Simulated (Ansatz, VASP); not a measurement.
One calculation of Ta2N, two programs

```
Ta N
1.0
     3.11668    0.00000    0.00000
    -1.55834    2.69912    0.00000
     0.00000    0.00000    4.32938
Ta N
2 1
Direct
  0.66667 0.33333 0.74637
  0.33333 0.66667 0.25363
  0.00000 0.00000 0.00000
```

Alike in both runs: task single point; functional PBEsol; k mesh 18 × 18 × 10; occupations gaussian, width 0.15 eV; no spin polarisation.

|  | VASP | Ansatz |
| --- | --- | --- |
| version | VASP 6.6.1 | Ansatz 0.2.0 |
| potentials or method | VASP PAW PBE potentials, release 64 (Ta_pv, N), cutoff 520 eV | scalar-relativistic, plane waves, PAW |
| valence electrons in the cell | 27 | 31 |

```csv
,VASP,Ansatz,Ansatz less VASP
gap on the k mesh at the Fermi level (eV),none,none,-
rms of the force components (eV/Å),0.189,0.224,+0.0351
```

VASP's potentials were made for PBE, not for PBEsol, and Ansatz warns of the same on its side. Atom by atom the forces differ by 0.035 eV/Å (rms over components). A gap of «none» marks a metal or a gap that the smearing closes. The functional is the same, so the differences come from potentials, cutoffs and numerics. VASP's potentials hold 27 valence electrons a cell and Ansatz's 31, so a difference there can come from the potentials and not from the codes.

Neither program's run includes spin-orbit coupling.
